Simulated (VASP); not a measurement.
# C (P2_1) in VASP: notebook

C is run at these levels: PBE; tasks: single point.

Everything below comes from runs of VASP 6.6.1. Logs are shortened: lines on timing, memory, paths and dates and some standing lists are left out, and cuts for length are marked.

**1. The cell of the first run**

It takes space group P2_1 (No. 4, monoclinic). The conventional cell has a = 2.518 Å, b = 8.305 Å, c = 2.518 Å, α = 90.00°, β = 120.00°, γ = 90.00°. Within 2.0 Å of C (site symmetry 1) lie 4 C at 1.53 to 1.56 Å. C (site symmetry 1) has 4 C at 1.53 to 1.56 Å within 2.0 Å. Within 2.0 Å of C (site symmetry 1) lie 4 C at 1.53 to 1.58 Å. Within 2.0 Å of C (site symmetry 1) lie 4 C at 1.53 to 1.58 Å.

**2. Single point, PBE (atoms displaced along a vibrational mode)**

INCAR

```
SYSTEM = C
PREC = Accurate
ENCUT = 520
EDIFF = 1E-6
ISMEAR = 0
SIGMA = 0.05
LREAL = .FALSE.
LASPH = .TRUE.
NELM = 60
ALGO = Normal
ISIF = 2
LWAVE = .FALSE.
LCHARG = .FALSE.
GGA = PE
NBANDS = 26
```

KPOINTS

```
regular mesh
0
G
  12 12 4
  0 0 0
```

POSCAR

```
C
1.0
    2.5180184915      0.0000000000      0.0000000000
   -1.2590092457      2.1806679808      0.0000000000
    0.0000000000      0.0000000000      8.3045881819
C
8
Direct
    0.0442949516      0.0324261551      0.0929681641
   -0.0442949516     -0.0324261551      0.5929681641
   -0.0442949516     -0.0324261551      0.4070318359
    0.0442949516      0.0324261551      0.9070318359
    0.3696109846      0.6932237506      0.1555285626
    0.6303890154      0.3067762494      0.6555285626
    0.2970556821      0.6401095828      0.3444714374
    0.7029443179      0.3598904172      0.8444714374
```

Potentials or basis: VASP PAW PBE potentials, release 64 (C).

Command:

```console
$ cat potpaw_PBE.64/C/POTCAR > POTCAR
$ mpirun -np 1 vasp_std > vasp.out
```

OUTCAR:

```text
SYSTEM = C
   PREC = Accurate
   ENCUT = 520
   EDIFF = 1E-6
   ISMEAR = 0
   LREAL = .FALSE.
   LASPH = .TRUE.
   NELM = 60
   ISIF = 2
   GGA = PE

 ion  position               nearest neighbor table
   1  0.044  0.032  0.093-   5 1.53   5 1.54   4 1.54   5 1.56
   2  0.956  0.968  0.593-   6 1.53   6 1.54   3 1.54   6 1.56
   3  0.956  0.968  0.407-   7 1.53   2 1.54   7 1.55   7 1.56
   4  0.044  0.032  0.907-   8 1.53   1 1.54   8 1.55   8 1.56
   5  0.370  0.693  0.156-   1 1.53   1 1.54   1 1.56   7 1.58
   6  0.630  0.307  0.656-   2 1.53   2 1.54   2 1.56   8 1.58
   7  0.297  0.640  0.344-   3 1.53   3 1.55   3 1.56   5 1.58
   8  0.703  0.360  0.844-   4 1.53   4 1.55   4 1.56   6 1.58

  LATTYP: Found a hexagonal cell.
 ALAT       =     2.5180184915
 C/A-ratio  =     3.2980648116

  Lattice vectors:

 A1 = (   2.5180184915,   0.0000000000,   0.0000000000)
 A2 = (  -1.2590092457,   2.1806679808,   0.0000000000)
 A3 = (   0.0000000000,   0.0000000000,   8.3045881819)

Analysis of symmetry for initial positions (statically):
=====================================================================
 Subroutine PRICEL returns:
 Original cell was already a primitive cell.

 Routine SETGRP: Setting up the symmetry group for a
 hexagonal supercell.

 Subroutine GETGRP returns: Found  2 space group operations
 (whereof  1 operations were pure point group operations)
 out of a pool of 24 trial point group operations.

The static configuration has the point symmetry C_1 .
 The point group associated with its full space group is C_2 .

Analysis of symmetry for dynamics (positions and initial velocities):
=====================================================================
 Subroutine PRICEL returns:
 Original cell was already a primitive cell.

 Routine SETGRP: Setting up the symmetry group for a
 hexagonal supercell.

 Subroutine GETGRP returns: Found  2 space group operations
 (whereof  1 operations were pure point group operations)
 out of a pool of 24 trial point group operations.

The dynamic configuration has the point symmetry C_1 .
 The point group associated with its full space group is C_2 .

 Subroutine INISYM returns: Found  2 space group operations
 (whereof  1 operations are pure point group operations),
 and found     1 'primitive' translations

----------------------------------------------------------------------------------------

                                     Primitive cell

  volume of cell :      45.6002

  direct lattice vectors                    reciprocal lattice vectors
     2.518018491  0.000000000  0.000000000     0.397137671  0.229287541  0.000000000
    -1.259009246  2.180667981  0.000000000     0.000000000  0.458575083  0.000000000
     0.000000000  0.000000000  8.304588182     0.000000000  0.000000000  0.120415363

  length of vectors
     2.518018491  2.518018491  8.304588182     0.458575083  0.458575083  0.120415363

  position of ions in fractional coordinates (direct lattice)
     0.044294952  0.032426155  0.092968164
     0.955705048  0.967573845  0.592968164
     0.955705048  0.967573845  0.407031836
     0.044294952  0.032426155  0.907031836
     0.369610985  0.693223751  0.155528563
     0.630389015  0.306776249  0.655528563
     0.297055682  0.640109583  0.344471437
     0.702944318  0.359890417  0.844471437

  ion indices of the primitive-cell ions
   primitive index   ion index
                 1           1
                 2           2
                 3           3
                 4           4
                 5           5
                 6           6
                 7           7
                 8           8

----------------------------------------------------------------------------------------

 KPOINTS: regular mesh

Automatic generation of k-mesh.
 Grid dimensions read from file:
 generate k-points for:   12   12    4

 Generating k-lattice:

  Cartesian coordinates                     Fractional coordinates (reciprocal lattice)
     0.033094806  0.019107295  0.000000000     0.083333333  0.000000000  0.000000000
     0.000000000  0.038214590  0.000000000     0.000000000  0.083333333  0.000000000
     0.000000000  0.000000000  0.030103841     0.000000000  0.000000000  0.250000000

  Length of vectors
     0.038214590  0.038214590  0.030103841

  Shift w.r.t. Gamma in fractional coordinates (k-lattice)
     0.000000000  0.000000000  0.000000000

 Subroutine IBZKPT returns following result:
 ===========================================

 Found    222 irreducible k-points:

 Following reciprocal coordinates:
            Coordinates               Weight
  0.000000  0.000000  0.000000      1.000000
  0.083333 -0.000000  0.000000      2.000000
  0.000000  0.083333  0.000000      2.000000
 -0.083333  0.083333  0.000000      2.000000
  0.166667  0.000000  0.000000      2.000000
  0.000000  0.166667  0.000000      2.000000
[... 16 lines left out ...]
  0.166667  0.083333  0.000000      2.000000
 -0.083333  0.250000  0.000000      2.000000
 [... further k-points ...]
   k-points           NKPTS =    222   k-points in BZ     NKDIM =    222   number of bands    NBANDS=     26
   number of dos      NEDOS =    301   number of ions     NIONS =      8
   total plane-waves  NPLWV =  25600
   dimension x,y,z NGX =    20 NGY =   20 NGZ =   64
   dimension x,y,z NGXF=    40 NGYF=   40 NGZF=  128
   ions per type =               8
   NGX,Y,Z   is equivalent  to a cutoff of  13.20, 13.20, 12.81 a.u.
   NGXF,Y,Z  is equivalent  to a cutoff of  26.41, 26.41, 25.62 a.u.
 SYSTEM =  C
   PREC   = accura    normal or accurate (medium, high low for compatibility)
   ISTART =      0    job   : 0-new  1-cont  2-samecut
   ICHARG =      2    charge: 1-file 2-atom 10-const
   ISPIN  =      1    spin polarized calculation?
   LNONCOLLINEAR =      F non collinear calculations
   LSORBIT =      F    spin-orbit coupling
   LASPH  =      T    aspherical Exc in radial PAW
   ENCUT  =  520.0 eV  38.22 Ry    6.18 a.u.   4.68  4.68 15.44*2*pi/ulx,y,z
   NELM   =     60;   NELMIN=  2; NELMDL= -5     # of ELM steps
   EDIFF  = 0.1E-05   stopping-criterion for ELM
   LREAL  =      F    real-space projection
   EDIFFG = 0.1E-04   stopping-criterion for IOM
   NSW    =      0    number of steps for IOM
   IBRION =     -1    ionic relax: 0-MD 1-quasi-New 2-CG
   NFREE  =      0    steps in history (QN), initial steepest desc. (CG)
   ISIF   =      2    stress and relaxation
   ISYM   =      2    0-nonsym 1-usesym 2-fastsym
   POTIM  = 0.5000    time-step for ionic-motion
   TEBEG  =    0.0;   TEEND  =   0.0 temperature during run
   PSTRESS=    0.0 pullay stress
   NELECT =      32.0000    total number of electrons
   NUPDOWN=      -1.0000    fix difference up-down
   EMIN   =  10.00;   EMAX   =-10.00  energy-range for DOS
   EFERMI =   0.00;   METHOD = LEGACY
   ISMEAR =     0;   SIGMA  =   0.05  broadening in eV -4-tet -1-fermi 0-gaus
   EFERMI_NEDOS =   21; number of points for ismear=-14 and -15
   IALGO  =     38    algorithm
   IMIX   =      4    mixing-type and parameters
     AMIX     =   0.40;   BMIX     =  1.00
     AMIX_MAG =   1.60;   BMIX_MAG =  1.00
  volume/ion in A,a.u.               =       5.70        38.47
  Fermi-wavevector in a.u.,A,eV,Ry     =   1.454798  2.749169 28.795869  2.116437
  Thomas-Fermi vector in A             =   2.571907
   LORBIT       =      0    0 simple, 1 ext, 2 COOP (PROOUT), +10 PAW based schemes
   GGA     = PE    functional components
   LHFCALC =     F    Hartree Fock is set to
   AEXX    =    0.0000 exact exchange contribution
   IVDW    =     0    specifies the selected vdW correction
   LEPSILON=     F    determine dielectric tensor
   LRPA    =     F    only Hartree local field effects (RPA)
 non-spin polarized calculation
 Gauss-broadening in eV      SIGMA  =   0.05
  energy-cutoff  :      520.00
  volume of cell :       45.60
 maximum number of plane-waves:      1243
   NGX =  9   NGY =  9   NGZ = 31

 number of electron      31.9999998 magnetization

 Free energy of the ion-electron system (eV)
  ---------------------------------------------------
  ext. energy  EPLUGINS =         0.00000000
  ---------------------------------------------------
  free energy    TOTEN  =       -72.44579636 eV

  energy without entropy =      -72.44579636  energy(sigma->0) =      -72.44579636

 E-fermi :   9.9998     XC(G=0): -13.2291

 val. band max:        9.7732248607   @ k =   0.0000   0.0000   0.0000
 cond. band min:      14.2841278072   @ k =   0.4167  -0.0000   0.0000
 fundamental gap:      4.5109029465
 Fermi energy:         9.9997546550

 k-point     1 :       0.0000    0.0000    0.0000
  band No.  band energies     occupation
      1     -11.7650      2.00000
      2     -10.1324      2.00000
      3     -10.0188      2.00000
      4      -6.1273      2.00000
      5      -3.6490      2.00000
      6       2.9578      2.00000
[... 18 lines left out ...]
     25      17.9674      0.00000
     26      18.3148      0.00000

 k-point     2 :       0.0833   -0.0000    0.0000
  band No.  band energies     occupation
      1     -11.5937      2.00000
      2      -9.9638      2.00000
      3      -9.8508      2.00000
      4      -5.9745      2.00000
      5      -3.4906      2.00000
      6       3.0423      2.00000
[... 18 lines left out ...]
     25      18.4316      0.00000
     26      18.8455      0.00000

 k-point     3 :       0.0000    0.0833    0.0000
  band No.  band energies     occupation
      1     -11.5937      2.00000
      2      -9.9637      2.00000
      3      -9.8508      2.00000
      4      -5.9745      2.00000
      5      -3.4908      2.00000
      6       3.0423      2.00000
[... 572 lines left out ...]
 k-point    23 :       0.1667    0.0833    0.0000
  band No.  band energies     occupation
      1     -10.5729      2.00000
      2      -8.9597      2.00000
      3      -8.8515      2.00000
      4      -5.0652      2.00000
      5      -2.5892      2.00000
      6       2.7445      2.00000
[... 18 lines left out ...]
     25      19.7230      0.00000
     26      20.6388      0.00000

 k-point    24 :      -0.0833    0.2500    0.0000
  band No.  band energies     occupation
      1     -10.5730      2.00000
      2      -8.9596      2.00000
      3      -8.8519      2.00000
      4      -5.0647      2.00000
      5      -2.5908      2.00000
      6       2.7478      2.00000
[... 18 lines left out ...]
     25      19.6845      0.00000
     26      20.5464      0.00000

 [... further k-points ...]

------------------------ aborting loop because EDIFF is reached ----------------------------------------

  FORCE on cell =-STRESS in cart. coord.  units (eV):
  Direction    XX          YY          ZZ          XY          YZ          ZX
  --------------------------------------------------------------------------------------
  -------------------------------------------------------------------------------------
  Total        0.1581885      0.1605219      0.3132883     -0.1826935      0.0000000      0.0000000
  in kB        5.5580033      5.6399907     11.0074865     -6.4189971      0.0000000      0.0000000
  external PRESSURE =       7.4018268 kB  Pullay stress =       0.0000000 kB

 VOLUME and BASIS-vectors are now :
 -----------------------------------------------------------------------------
  energy-cutoff  :      520.00
  volume of cell :       45.60
      direct lattice vectors                 reciprocal lattice vectors
     2.518018491  0.000000000  0.000000000     0.397137671  0.229287541  0.000000000
    -1.259009246  2.180667981  0.000000000     0.000000000  0.458575083  0.000000000
     0.000000000  0.000000000  8.304588182     0.000000000  0.000000000  0.120415363

 POSITION                                       TOTAL-FORCE (eV/Angst)
 -----------------------------------------------------------------------------------
      0.07071      0.07071      0.77206        -0.449171     -0.478948      0.003478
      1.18830      2.10996      4.92436         0.449171      0.478948      0.003478
      1.18830      2.10996      3.38023         0.509008      0.479108     -0.002074
      0.07071      0.07071      7.53253        -0.509008     -0.479108     -0.002074
      0.05791      1.51169      1.29160        -0.423415     -0.383285      0.021969
      1.20110      0.66898      5.44389         0.423415      0.383285      0.021969
     -0.05791      1.39587      2.86069         0.342906      0.383066     -0.023372
      1.31692      0.78480      7.01299        -0.342906     -0.383066     -0.023372
 -----------------------------------------------------------------------------------
    total drift:                               -0.000000     -0.000000     -0.000021

  FREE ENERGIE OF THE ION-ELECTRON SYSTEM (eV)
  ---------------------------------------------------
  free  energy   TOTEN  =       -72.4457963648 eV

  energy  without entropy=      -72.4457963648  energy(sigma->0) =      -72.44579636
```

Wall time 6 min (1 thread of AMD EPYC 7R13, shared host); peak memory 0.26 GiB.

What came out:

```yaml
Free_energy: -72.4458 eV
Pressure: 0.7 GPa
Largest_force: 0.699 eV/Å
Band_gap_on_the_k_mesh: 4.51 eV (least direct gap 5.32 eV)
```

Forces in eV/Å, atoms in the order of the input:
```
C   -0.449 -0.479  0.003
C    0.449  0.479  0.003
C    0.509  0.479 -0.002
C   -0.509 -0.479 -0.002
C   -0.423 -0.383  0.022
C    0.423  0.383  0.022
C    0.343  0.383 -0.023
C   -0.343 -0.383 -0.023
```

Caveat: the cell differs from its parent crystal (atoms displaced along a vibrational mode).

**3. Single point, PBE (atoms displaced along a vibrational mode)**

INCAR

```
PREC = Accurate
ENCUT = 520
EDIFF = 1E-6
ISMEAR = 0
SIGMA = 0.05
LREAL = F
LASPH = T
NELM = 100
ALGO = Normal
ISIF = 2
LWAVE = F
LCHARG = F
GGA = PE
NBANDS = 26
```

KPOINTS

```
regular mesh
0
Gamma
  12 12 4
```

POSCAR

```
C
1.0
    2.5180184915      0.0000000000      0.0000000000
   -1.2590092457      2.1806679808      0.0000000000
    0.0000000000      0.0000000000      8.3045881819
C
8
Direct
   -0.0775161653     -0.0567457714      0.0929681641
    0.0775161653      0.0567457714      0.5929681641
    0.0775161653      0.0567457714      0.4070318359
   -0.0775161653     -0.0567457714      0.9070318359
    0.2698474437      0.6201917699      0.1555285626
    0.7301525563      0.3798082301      0.6555285626
    0.3968192230      0.7131415635      0.3444714374
    0.6031807770      0.2868584365      0.8444714374
```

Potentials or basis: VASP PAW PBE potentials, release 64 (C).

Command:

```console
$ cat potpaw_PBE.64/C/POTCAR > POTCAR
$ mpirun -np 1 vasp_std > vasp.out
```

It took 5.2 min on 1 thread of AMD EPYC 7R13, shared host; peak memory 0.26 GiB.

Results (log left out):

```
Free energy            : -71.9833 eV
Pressure               : 1.0 GPa
Largest force          : 1.255 eV/Å
Band gap on the k mesh : 4.34 eV (least direct gap 5.25 eV)
```

Forces in eV/Å, atoms in the order of the input:
```
C    0.930  0.843  0.001
C   -0.930 -0.843  0.001
C   -0.754 -0.842 -0.009
C    0.754  0.842 -0.009
C    0.544  0.665  0.038
C   -0.544 -0.665  0.038
C   -0.785 -0.665 -0.030
C    0.785  0.665 -0.030
```

Stress tensor (GPa, compression positive):
```
 0.26 -1.93  0.00
-1.93  0.33  0.00
 0.00  0.00  2.40
```

Levels at points of the mesh, in eV from the valence-band top:
```csv
k point,band 12,band 13,band 14,band 15,band 16,band 17,band 18,band 19,band 20,band 21
"(0.00, 0.00, 0.00)",-1.49,-1.39,-0.27,-0.09,0.00,5.25,5.29,5.30,6.91,7.01
"(0.50, 0.00, 0.00)",-5.16,-4.85,-4.30,-3.49,-3.03,4.49,4.77,5.69,5.94,6.36
"(0.00, 0.50, 0.00)",-5.21,-4.83,-4.48,-3.45,-3.10,4.67,5.06,5.94,5.96,6.20
"(0.50, 0.50, 0.00)",-5.28,-4.76,-4.66,-3.43,-3.19,4.83,5.43,5.71,6.19,6.30
"(0.00, 0.00, 0.50)",-2.50,-0.74,-0.74,-0.66,-0.66,5.93,5.93,5.99,5.99,6.69
"(0.50, 0.00, 0.50)",-6.01,-4.48,-4.48,-3.69,-3.69,4.79,4.79,6.04,6.04,7.67
"(0.00, 0.50, 0.50)",-5.94,-4.62,-4.62,-3.68,-3.68,4.96,4.96,6.38,6.38,7.33
"(0.50, 0.50, 0.50)",-5.87,-4.75,-4.75,-3.68,-3.68,5.12,5.12,6.78,6.78,7.12
```

Caveat: the cell differs from its parent crystal (atoms displaced along a vibrational mode); forces of over 1 eV/Å act on the atoms, so gaps and moduli don't describe the material at rest. A k mesh can miss the band edges.
